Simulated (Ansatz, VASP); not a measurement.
As in VASP and in Ansatz

```
As
1.0
     1.87975    1.08527    3.48577
    -1.87975    1.08527    3.48577
     0.00000   -2.17055    3.48577
As
2
Cartesian
  0.0000 0.0000 2.3795
  0.0000 0.0000 8.0778
```

Alike in both runs: task single point; functional PBE; k mesh 6 × 6 × 6; occupations gaussian, width 0.1 eV; no spin polarisation.

```csv
,VASP,Ansatz
version,VASP 6.6.1,Ansatz 0.2.0
potentials or method,"VASP PAW PBE potentials, release 64 (As), cutoff 520 eV","scalar-relativistic, plane waves, PAW"
valence electrons in the cell,10,30
```

```tsv
	VASP	Ansatz	Ansatz less VASP
gap on the k mesh at the Fermi level (eV)	none	none	-
pressure (GPa)	3.8	3.5	-0.28
traceless stress, the component that is largest in VASP (GPa)	-1.08	-1.02	+0.064
rms of the force components (eV/Å)	0.094	0.065	-0.0295
```

Atom by atom the forces differ by 0.030 eV/Å (rms over components). A gap of «none» marks a metal or a gap that the smearing closes. With one functional, cell and mesh, what is left measures potentials, basis and numerics. VASP's potentials hold 10 valence electrons a cell and Ansatz's 30, so a difference there can come from the potentials and not from the codes.
